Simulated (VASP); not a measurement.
# ZnS (P6_3mc) in VASP: notebook

ZnS is run at these levels: PBE; tasks: single point, relaxation of cell and atoms.

Program: VASP 6.6.1. These are calculated values, not measurements. Logs are shortened: lines on timing, memory, paths and dates and some standing lists are left out, and cuts for length are marked.

### 1 The cell of the first run

It takes space group P6_3mc (No. 186, hexagonal). Conventional cell: a = 3.845 Å, b = 3.845 Å, c = 6.306 Å, α = 90.00°, β = 90.00°, γ = 120.00°. Within 3.1 Å of Zn (site symmetry 3m) lie 4 S at 2.36 Å. S (site symmetry 3m) has 4 Zn at 2.36 Å within 3.1 Å.

### 2 Single point, PBE

INCAR

```
SYSTEM = ZnS
PREC = Accurate
ENCUT = 520
EDIFF = 1E-7
ISMEAR = 0
SIGMA = 0.02
LREAL = .FALSE.
LASPH = .TRUE.
NELM = 100
ALGO = Normal
ISIF = 2
LWAVE = .FALSE.
LCHARG = .TRUE.
GGA = PE
LELF = .TRUE.
LVHAR = .TRUE.
NBANDS = 26
```

KPOINTS

```
regular mesh
0
G
  12 12 6
  0 0 0
```

POSCAR

```
ZnS
1.0
    3.8445963296      0.0000002904      0.0000000000
   -1.9222984163      3.3295179435      0.0000000000
    0.0000000000      0.0000000000      6.3055552386
Zn S
2 2
Direct
    0.0000000000      0.0000000000      0.0002545515
    0.3333333333      0.6666666667      0.5002545515
    0.0000000000      0.0000000000      0.3747454485
    0.3333333333      0.6666666667      0.8747454485
```

Potentials or basis: VASP PAW PBE potentials, release 64 (Zn, S).

Command:

```
cat potpaw_PBE.64/Zn/POTCAR potpaw_PBE.64/S/POTCAR > POTCAR
mpirun -np 1 vasp_std > vasp.out
```

OUTCAR:

```text
SYSTEM = ZnS
   PREC = Accurate
   ENCUT = 520
   EDIFF = 1E-7
   ISMEAR = 0
   LREAL = .FALSE.
   LASPH = .TRUE.
   NELM = 100
   ISIF = 2
   GGA = PE

 ion  position               nearest neighbor table
   1  0.000  0.000  0.000-   4 2.36   4 2.36   4 2.36   3 2.36
   2  0.333  0.667  0.500-   3 2.36   3 2.36   3 2.36   4 2.36
   3  0.000  0.000  0.375-   2 2.36   2 2.36   2 2.36   1 2.36
   4  0.333  0.667  0.875-   1 2.36   1 2.36   1 2.36   2 2.36

  LATTYP: Found a hexagonal cell.
 ALAT       =     3.8445963296
 C/A-ratio  =     1.6401085310

  Lattice vectors:

 A1 = (   3.8445963296,   0.0000002904,   0.0000000000)
 A2 = (  -1.9222984163,   3.3295179435,   0.0000000000)
 A3 = (   0.0000000000,   0.0000000000,   6.3055552386)

Analysis of symmetry for initial positions (statically):
=====================================================================
 Subroutine PRICEL returns:
 Original cell was already a primitive cell.

 Routine SETGRP: Setting up the symmetry group for a
 hexagonal supercell.

 Subroutine GETGRP returns: Found 12 space group operations
 (whereof  6 operations were pure point group operations)
 out of a pool of 24 trial point group operations.

The static configuration has the point symmetry C_3v.
 The point group associated with its full space group is C_6v.

Analysis of symmetry for dynamics (positions and initial velocities):
=====================================================================
 Subroutine PRICEL returns:
 Original cell was already a primitive cell.

 Routine SETGRP: Setting up the symmetry group for a
 hexagonal supercell.

 Subroutine GETGRP returns: Found 12 space group operations
 (whereof  6 operations were pure point group operations)
 out of a pool of 24 trial point group operations.

The dynamic configuration has the point symmetry C_3v.
 The point group associated with its full space group is C_6v.

 Subroutine INISYM returns: Found 12 space group operations
 (whereof  6 operations are pure point group operations),
 and found     1 'primitive' translations

----------------------------------------------------------------------------------------

                                     Primitive cell

  volume of cell :      80.7152

  direct lattice vectors                    reciprocal lattice vectors
     3.844596330  0.000000290  0.000000000     0.260105319  0.150171902  0.000000000
    -1.922298416  3.329517943  0.000000000    -0.000000023  0.300343765  0.000000000
     0.000000000  0.000000000  6.305555239     0.000000000  0.000000000  0.158590316

  length of vectors
     3.844596330  3.844596330  6.305555239     0.300343765  0.300343765  0.158590316

  position of ions in fractional coordinates (direct lattice)
     0.000000000  0.000000000  0.000254551
     0.333333333  0.666666667  0.500254551
     0.000000000  0.000000000  0.374745449
     0.333333333  0.666666667  0.874745449

  ion indices of the primitive-cell ions
   primitive index   ion index
                 1           1
                 2           2
                 3           3
                 4           4

----------------------------------------------------------------------------------------

 KPOINTS: regular mesh

Automatic generation of k-mesh.
 Grid dimensions read from file:
 generate k-points for:   12   12    6

 Generating k-lattice:

  Cartesian coordinates                     Fractional coordinates (reciprocal lattice)
     0.021675443  0.012514325  0.000000000     0.083333333 -0.000000000  0.000000000
    -0.000000002  0.025028647  0.000000000     0.000000000  0.083333333  0.000000000
     0.000000000  0.000000000  0.026431719     0.000000000  0.000000000  0.166666667

  Length of vectors
     0.025028647  0.025028647  0.026431719

  Shift w.r.t. Gamma in fractional coordinates (k-lattice)
     0.000000000  0.000000000  0.000000000

 Subroutine IBZKPT returns following result:
 ===========================================

 Found     76 irreducible k-points:

 Following reciprocal coordinates:
            Coordinates               Weight
  0.000000  0.000000  0.000000      1.000000
  0.083333 -0.000000  0.000000      6.000000
  0.166667 -0.000000  0.000000      6.000000
  0.250000 -0.000000  0.000000      6.000000
  0.333333 -0.000000  0.000000      6.000000
  0.416667 -0.000000  0.000000      6.000000
[... 16 lines left out ...]
  0.250000 -0.000000  0.166667     12.000000
  0.333333 -0.000000  0.166667     12.000000
 [... further k-points ...]
   k-points           NKPTS =     76   k-points in BZ     NKDIM =     76   number of bands    NBANDS=     26
   number of dos      NEDOS =    301   number of ions     NIONS =      4
   total plane-waves  NPLWV =  43200
   dimension x,y,z NGX =    30 NGY =   30 NGZ =   48
   dimension x,y,z NGXF=    60 NGYF=   60 NGZF=   96
   ions per type =               2   2
   NGX,Y,Z   is equivalent  to a cutoff of  12.97, 12.97, 12.66 a.u.
   NGXF,Y,Z  is equivalent  to a cutoff of  25.94, 25.94, 25.31 a.u.
 SYSTEM =  ZnS
   PREC   = accura    normal or accurate (medium, high low for compatibility)
   ISTART =      0    job   : 0-new  1-cont  2-samecut
   ICHARG =      2    charge: 1-file 2-atom 10-const
   ISPIN  =      1    spin polarized calculation?
   LNONCOLLINEAR =      F non collinear calculations
   LSORBIT =      F    spin-orbit coupling
   LASPH  =      T    aspherical Exc in radial PAW
   ENCUT  =  520.0 eV  38.22 Ry    6.18 a.u.   7.15  7.15 11.72*2*pi/ulx,y,z
   NELM   =    100;   NELMIN=  2; NELMDL= -5     # of ELM steps
   EDIFF  = 0.1E-06   stopping-criterion for ELM
   LREAL  =      F    real-space projection
   EDIFFG = 0.1E-05   stopping-criterion for IOM
   NSW    =      0    number of steps for IOM
   IBRION =     -1    ionic relax: 0-MD 1-quasi-New 2-CG
   NFREE  =      0    steps in history (QN), initial steepest desc. (CG)
   ISIF   =      2    stress and relaxation
   ISYM   =      2    0-nonsym 1-usesym 2-fastsym
   POTIM  = 0.5000    time-step for ionic-motion
   TEBEG  =    0.0;   TEEND  =   0.0 temperature during run
   PSTRESS=    0.0 pullay stress
   NELECT =      36.0000    total number of electrons
   NUPDOWN=      -1.0000    fix difference up-down
   EMIN   =  10.00;   EMAX   =-10.00  energy-range for DOS
   EFERMI =   0.00;   METHOD = LEGACY
   ISMEAR =     0;   SIGMA  =   0.02  broadening in eV -4-tet -1-fermi 0-gaus
   EFERMI_NEDOS =   21; number of points for ismear=-14 and -15
   IALGO  =     38    algorithm
   IMIX   =      4    mixing-type and parameters
     AMIX     =   0.40;   BMIX     =  1.00
     AMIX_MAG =   1.60;   BMIX_MAG =  1.00
  volume/ion in A,a.u.               =      20.18       136.17
  Fermi-wavevector in a.u.,A,eV,Ry     =   1.250808  2.363684 21.286582  1.564520
  Thomas-Fermi vector in A             =   2.384785
   LORBIT       =      0    0 simple, 1 ext, 2 COOP (PROOUT), +10 PAW based schemes
   GGA     = PE    functional components
   LHFCALC =     F    Hartree Fock is set to
   AEXX    =    0.0000 exact exchange contribution
   IVDW    =     0    specifies the selected vdW correction
   LEPSILON=     F    determine dielectric tensor
   LRPA    =     F    only Hartree local field effects (RPA)
 non-spin polarized calculation
 Gauss-broadening in eV      SIGMA  =   0.02
  energy-cutoff  :      520.00
  volume of cell :       80.72
 maximum number of plane-waves:      2208
 NGX is ok and might be reduce to    30
   NGX = 15   NGY = 15   NGZ = 23

 number of electron      36.0000027 magnetization

 Free energy of the ion-electron system (eV)
  ---------------------------------------------------
  ext. energy  EPLUGINS =         0.00000000
  ---------------------------------------------------
  free energy    TOTEN  =       -13.69383636 eV

  energy without entropy =      -13.69383636  energy(sigma->0) =      -13.69383636

 E-fermi :   2.0148     XC(G=0):  -9.5178

 val. band max:        1.9166228583   @ k =   0.0000   0.0000   0.0000
 cond. band min:       3.9994810074   @ k =   0.0000   0.0000   0.0000
 fundamental gap:      2.0828581492
 Fermi energy:         2.0148003375

 k-point     1 :       0.0000    0.0000    0.0000
  band No.  band energies     occupation
      1     -11.0933      2.00000
      2     -10.2041      2.00000
      3      -4.3403      2.00000
      4      -4.3283      2.00000
      5      -4.3283      2.00000
      6      -4.2501      2.00000
[... 18 lines left out ...]
     25       9.5951      0.00000
     26      11.0451      0.00000

 k-point     2 :       0.0833   -0.0000    0.0000
  band No.  band energies     occupation
      1     -11.0481      2.00000
      2     -10.1787      2.00000
      3      -4.3366      2.00000
      4      -4.3253      2.00000
      5      -4.3192      2.00000
      6      -4.2453      2.00000
[... 18 lines left out ...]
     25       9.8026      0.00000
     26      10.7778      0.00000

 k-point     3 :       0.1667   -0.0000    0.0000
  band No.  band energies     occupation
      1     -10.9187      2.00000
      2     -10.1100      2.00000
      3      -4.3379      2.00000
      4      -4.3049      2.00000
      5      -4.2958      2.00000
      6      -4.2259      2.00000
[... 18 lines left out ...]
     25      10.1740      0.00000
     26      10.3769      0.00000

 k-point     4 :       0.2500   -0.0000    0.0000
  band No.  band energies     occupation
      1     -10.7247      2.00000
      2     -10.0201      2.00000
      3      -4.3346      2.00000
      4      -4.2787      2.00000
      5      -4.2677      2.00000
      6      -4.1803      2.00000
[... 18 lines left out ...]
     25      10.3751      0.00000
     26      10.7190      0.00000

 k-point     5 :       0.3333   -0.0000    0.0000
  band No.  band energies     occupation
      1     -10.5013      2.00000
      2      -9.9423      2.00000
      3      -4.3219      2.00000
      4      -4.2453      2.00000
      5      -4.2433      2.00000
      6      -4.1046      2.00000
[... 18 lines left out ...]
     25      10.5248      0.00000
     26      11.5091      0.00000

 k-point     6 :       0.4167   -0.0000    0.0000
  band No.  band energies     occupation
      1     -10.3032      2.00000
      2      -9.9073      2.00000
      3      -4.3124      2.00000
      4      -4.2330      2.00000
      5      -4.1776      2.00000
      6      -4.0598      2.00000
[... 427 lines left out ...]
 k-point    21 :       0.0833   -0.0000    0.1667
  band No.  band energies     occupation
      1     -10.9977      2.00000
      2     -10.2467      2.00000
      3      -4.3427      2.00000
      4      -4.3188      2.00000
      5      -4.3154      2.00000
      6      -4.2530      2.00000
[... 18 lines left out ...]
     25       9.6341      0.00000
     26      10.5655      0.00000

 k-point    22 :       0.1667   -0.0000    0.1667
  band No.  band energies     occupation
      1     -10.8710      2.00000
      2     -10.1719      2.00000
      3      -4.3440      2.00000
      4      -4.3005      2.00000
      5      -4.2909      2.00000
      6      -4.2342      2.00000
[... 18 lines left out ...]
     25      10.1985      0.00000
     26      10.3472      0.00000

 k-point    23 :       0.2500   -0.0000    0.1667
  band No.  band energies     occupation
      1     -10.6818      2.00000
      2     -10.0720      2.00000
      3      -4.3406      2.00000
      4      -4.2799      2.00000
      5      -4.2609      2.00000
      6      -4.1870      2.00000
[... 18 lines left out ...]
     25      10.4602      0.00000
     26      11.0160      0.00000

 k-point    24 :       0.3333   -0.0000    0.1667
  band No.  band energies     occupation
      1     -10.4654      2.00000
      2      -9.9811      2.00000
      3      -4.3289      2.00000
      4      -4.2515      2.00000
      5      -4.2362      2.00000
      6      -4.1101      2.00000
[... 18 lines left out ...]
     25      10.6202      0.00000
     26      11.6370      0.00000

 [... further k-points ...]
[... 5 lines left out ...]
  --------------------------------------------------------------------------------------
  -------------------------------------------------------------------------------------
  Total        0.0831658      0.0831658      0.0835518     -0.0000000      0.0000000      0.0000000
  in kB        1.6508203      1.6508203      1.6584829     -0.0000000      0.0000000      0.0000000
  external PRESSURE =       1.6533745 kB  Pullay stress =       0.0000000 kB

 VOLUME and BASIS-vectors are now :
 -----------------------------------------------------------------------------
  energy-cutoff  :      520.00
  volume of cell :       80.72
      direct lattice vectors                 reciprocal lattice vectors
     3.844596330  0.000000290  0.000000000     0.260105319  0.150171902  0.000000000
    -1.922298416  3.329517943  0.000000000    -0.000000023  0.300343765  0.000000000
     0.000000000  0.000000000  6.305555239     0.000000000  0.000000000  0.158590316

 POSITION                                       TOTAL-FORCE (eV/Angst)
 -----------------------------------------------------------------------------------
      0.00000      0.00000      0.00161         0.000000     -0.000000      0.000311
     -0.00000      2.21968      3.15438         0.000000     -0.000000      0.000311
      0.00000      0.00000      2.36298         0.000000     -0.000000     -0.000311
     -0.00000      2.21968      5.51576        -0.000000      0.000000     -0.000311
 -----------------------------------------------------------------------------------
    total drift:                                0.000000     -0.000000     -0.000121

  FREE ENERGIE OF THE ION-ELECTRON SYSTEM (eV)
  ---------------------------------------------------
  free  energy   TOTEN  =       -13.6938363559 eV

  energy  without entropy=      -13.6938363559  energy(sigma->0) =      -13.69383636
```

Wall time 3.9 min (1 thread of AMD EPYC 7R43 (Zen 3), shared host); peak memory 0.24 GiB.

What came out:

```
Free energy            : -13.6938 eV
Pressure               : 0.2 GPa
Band gap on the k mesh : 2.08 eV, direct
```

A k mesh can miss the band edges.

### 3 Relaxation of cell and atoms, PBE

This run uses another cell than the first one, of 19.73 Å³/atom, 0.978 times its volume.

INCAR

```
SYSTEM = ZnS
  ALGO = Normal
  EDIFF = 1E-6
  EDIFFG = -0.005
  ENCUT = 600
  GGA = PE
  IBRION = 2
  ISIF = 3
  ISMEAR = 0
  LASPH = .TRUE.
  LCHARG = .FALSE.
  LREAL = .FALSE.
  LWAVE = .FALSE.
  NELM = 100
  NSW = 100
  PREC = Accurate
  SIGMA = 0.02
```

KPOINTS

```
k-points
0
G
  12 12 6
  0 0 0
```

POSCAR

```
ZnS
1.0
    3.8212050000      0.0000000000      0.0000000000
   -1.9106030000      3.3092610000      0.0000000000
    0.0000000000      0.0000000000      6.2400020000
Zn S
2 2
Direct
    0.0000000000      0.0000000000      0.0000000000
    0.3333333300      0.6666666700      0.5000000000
    0.0000000000      0.0000000000      0.3750000000
    0.3333333300      0.6666666700      0.8750000000
```

Potentials or basis: VASP PAW PBE potentials, release 64 (Zn, S).

Command:

```
cat potpaw_PBE.64/Zn/POTCAR potpaw_PBE.64/S/POTCAR > POTCAR
mpirun -np 1 vasp_std > vasp.out
```

It took 15 min on 1 thread of AMD EPYC 7R43 (Zen 3), shared host; peak memory 0.27 GiB.

Results (log left out):

```
Free energy                            : -13.6935 eV
Relaxed volume                         : 20.23 Å³/atom
Relaxed cell                           : a = 3.848 Å, b = 3.848 Å, c = 6.309 Å, α = 90.00°, β = 90.00°, γ = 120.00°
Space group after relaxing (to 0.05 Å) : P6_3mc (No. 186)
Energy gained by relaxing              : 2.9 meV/atom
Ionic steps                            : 10
Pressure after relaxing                : 0.0 GPa
Band gap on the k mesh                 : 2.07 eV, direct
```

Step by step:
```csv
step,energy change (eV),largest force (eV/Å),pressure (GPa),volume (Å³)
1,0.0000,0.0057,1.83,78.91
2,-0.0105,0.0105,-0.54,81.51
3,-0.0114,0.0075,-0.01,80.90
4,-0.0114,0.0077,-0.04,80.94
5,-0.0114,0.0080,0.07,80.88
6,-0.0114,0.0084,0.01,80.89
7,-0.0114,0.0056,-0.01,80.90
8,-0.0115,0.0016,-0.04,80.93
9,-0.0115,0.0004,0.05,80.89
10,-0.0115,0.0005,-0.02,80.91
```

Final structure:
```cif
data_structure
_symmetry_space_group_name_H-M 'P 1'
_symmetry_Int_Tables_number 1
_cell_length_a 3.8481
_cell_length_b 3.8481
_cell_length_c 6.3092
_cell_angle_alpha 90.000
_cell_angle_beta 90.000
_cell_angle_gamma 120.000
_cell_volume 80.91
loop_
_atom_site_label
_atom_site_type_symbol
_atom_site_fract_x
_atom_site_fract_y
_atom_site_fract_z
_atom_site_occupancy
Zn1 Zn 0.00000 0.00000 0.00021 1
Zn2 Zn 0.33333 0.66667 0.50021 1
S1 S 0.00000 0.00000 0.37479 1
S2 S 0.33333 0.66667 0.87479 1
```

Levels at points of the mesh, in eV from the valence-band top:
| k point | band 15 | band 16 | band 17 | band 18 | band 19 | band 20 | band 21 | band 22 |
| --- | --- | --- | --- | --- | --- | --- | --- | --- |
| (0.00, 0.00, 0.00) | -0.85 | -0.07 | 0.00 | 0.00 | 2.07 | 3.05 | 6.33 | 6.33 |
| (0.50, 0.00, 0.00) | -3.13 | -2.13 | -1.60 | -0.84 | 3.69 | 4.17 | 5.14 | 6.93 |
| (0.00, 0.00, 0.50) | -0.45 | -0.45 | -0.45 | -0.45 | 3.47 | 3.47 | 6.76 | 6.76 |
| (0.50, 0.00, 0.50) | -1.56 | -1.56 | -1.54 | -1.54 | 3.54 | 3.54 | 5.24 | 5.24 |

A k mesh can miss the band edges.
